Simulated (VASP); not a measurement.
Write the native input for VASP 6.6.1 that does the following.

```yaml
Task: single point
Functional: PBEsol
Potentials_or_basis: VASP PAW PBE potentials, release 64 (Ga_d)
Cutoff: 520 eV
k_mesh: 10 × 10 × 10
Occupations: gaussian, width 0.15 eV
Spin: no spin polarisation
Dipole_correction: no
Further_INCAR_settings: ALGO = Fast; EDIFF = 1e-06; NBANDS = 34
```

The structure of Ga lies in POSCAR:

```
Ga
1.0
    2.2350478178     -3.7986615528      0.0000000000
    2.2350478178      3.7986615528      0.0000000000
    0.0000000000      0.0000000000      5.1632425381
Ga
4
Direct
    0.1559156097      0.8440843903      0.0832479706
    0.6559156097      0.3440843903      0.4167520294
    0.8440843903      0.1559156097      0.9167520294
    0.3440843903      0.6559156097      0.5832479706
```

This cell differs from its parent crystal: engineering shear strain xz +0.0000, normal strain along z +0.1500.

One way to write it, as run:

INCAR

```
ALGO = Fast
EDIFF = 1E-6
ENCUT = 520
GGA = PS
ISIF = 2
ISMEAR = 0
LASPH = True
LCHARG = False
LREAL = False
LWAVE = False
NBANDS = 34
NELM = 100
PREC = Accurate
SIGMA = 0.15
```

KPOINTS

```
k-points
0
Gamma
  10 10 10
```

Potentials or basis: VASP PAW PBE potentials, release 64 (Ga_d).

Launch:

```sh
$ cat potpaw_PBE.64/Ga_d/POTCAR > POTCAR
$ mpirun -np 1 vasp_std > vasp.out
```

Results of the run:

```yaml
Pressure: -5.1 GPa
Largest_force: 0.296 eV/Å
Band_gap_on_the_k_mesh: zero (bands 26 and 27 overlap by 1.23 eV)
```

Caveat: the cell differs from its parent crystal (engineering shear strain xz +0.0000, normal strain along z +0.1500); the stress differs along the axes, from -8 to -2 GPa; the PAW data sets were made with another functional, which shifts forces and pressure a little.

It took 11 min on 1 thread of Oxide Virtual Turin-like Processor (shared host), peak memory 0.47 GiB.
